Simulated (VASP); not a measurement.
Crystal: Pt.

```
Pt
1.0
     0.00000    1.96155    1.96155
     1.96155    0.00000    1.96155
     1.96155    1.96155    0.00000
Pt
1
Direct
  0.00000 0.00000 0.00000
```

* Program: VASP 6.6.1
* Task: relaxation of cell and atoms
* Functional: r2SCAN
* Potentials or basis: VASP PAW PBE potentials, release 64 (Pt)
* Cutoff: 600 eV
* k mesh: 14 × 14 × 14
* Occupations: fermi-dirac, width 0.1 eV
* Spin: no spin polarisation

At the start: pressure 4.7 GPa; volume 15.09 Å³/atom.

Q: How do energy, volume and symmetry change on relaxing?

A: Over 3 steps the energy falls by 3.6 meV/atom and the volume is 15.35 Å³/atom (+1.7 %); space group Fm-3m (No. 225, to 0.05 Å).

Step by step:
| step | energy change (eV) | largest force (eV/Å) | pressure (GPa) | volume (Å³) |
| --- | --- | --- | --- | --- |
| 1 | 0.0000 | 0.0000 | 4.71 | 15.09 |
| 2 | 0.0238 | 0.0000 | -11.23 | 16.09 |
| 3 | -0.0036 | 0.0000 | -0.06 | 15.35 |

Final structure:
```
Pt
1.0
     0.00000    1.97255    1.97255
     1.97255    0.00000    1.97255
     1.97255    1.97255    0.00000
Pt
1
Cartesian
  0.0000 0.0000 0.0000
```

Caveat: the PAW data sets were made with another functional, which shifts forces and pressure a little.
